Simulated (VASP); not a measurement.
The system is Sn3Br.

```xyz
4
Lattice="4.7086 0.0000 0.0000 0.0000 4.7086 0.0000 0.0000 0.0000 4.7086" Properties=species:S:1:pos:R:3 pbc="T T T"
Sn    0.0000    2.3543    2.3543
Sn    2.3543    0.0000    2.3543
Sn    2.3543    2.3543    0.0000
Br    0.0000    0.0000    0.0000
```

| Quantity | Value |
| --- | --- |
| Program | VASP 6.6.1 |
| Task | relaxation of cell and atoms |
| Functional | PBE |
| Potentials or basis | VASP PAW PBE potentials, release 64 (Sn_d, Br) |
| Cutoff | 600 eV |
| k mesh | 10 × 10 × 10 |
| Occupations | gaussian, width 0.1 eV |
| Spin | no spin polarisation |

At the start: pressure 4.3 GPa; volume 26.10 Å³/atom.

Q: Where does the relaxation end?

A: Over 3 steps the energy falls by 30.1 meV/atom and the volume is 28.57 Å³/atom (+9.5 %); space group Pm-3m (No. 221, to 0.05 Å).

The path:
```tsv
step	energy change (eV)	largest force (eV/Å)	pressure (GPa)	volume (Å³)
1	0.0000	0.0000	4.26	104.39
2	-0.1197	0.0000	-0.30	115.23
3	-0.1206	0.0000	0.00	114.27
```

Final structure:
```
CELL_PARAMETERS angstrom
4.85257 0.00000 0.00000
0.00000 4.85257 0.00000
0.00000 0.00000 4.85257
ATOMIC_POSITIONS crystal
Sn 0.00000 0.50000 0.50000
Sn 0.50000 0.00000 0.50000
Sn 0.50000 0.50000 0.00000
Br 0.00000 0.00000 0.00000
```

Caveat: an odd number of electrons without spin polarisation forces a metal; a magnetic or distorted state may lie lower.
